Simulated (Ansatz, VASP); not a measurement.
# One calculation of Ir, two programs

```
Ir
1.0
     0.00000    2.17880    1.59990
     2.17880    0.00000    1.59990
     2.17880    2.17880    0.00000
Ir
1
Direct
  0.00000 0.00000 0.00000
```

Alike in both runs: task single point; functional PBE; k mesh 22 × 22 × 22; occupations gaussian, width 0.15 eV; no spin polarisation.

|  | VASP | Ansatz |
| --- | --- | --- |
| version | VASP 6.6.1 | Ansatz 0.2.0 |
| potentials or method | VASP PAW PBE potentials, release 64 (Ir), cutoff 520 eV | scalar-relativistic, plane waves, PAW |
| valence electrons in the cell | 9 | 17 |

```csv
,VASP,Ansatz,Ansatz less VASP
gap on the k mesh at the Fermi level (eV),none,none,-
pressure (GPa),-3.0,-3.5,-0.48
"traceless stress, the component that is largest in VASP (GPa)",13.39,13.68,+0.291
```

A gap of «none» marks a metal or a gap that the smearing closes. With one functional, cell and mesh, what is left measures potentials, basis and numerics. VASP's potentials hold 9 valence electrons a cell and Ansatz's 17, so a difference there can come from the potentials and not from the codes.

Spin-orbit coupling is off throughout.
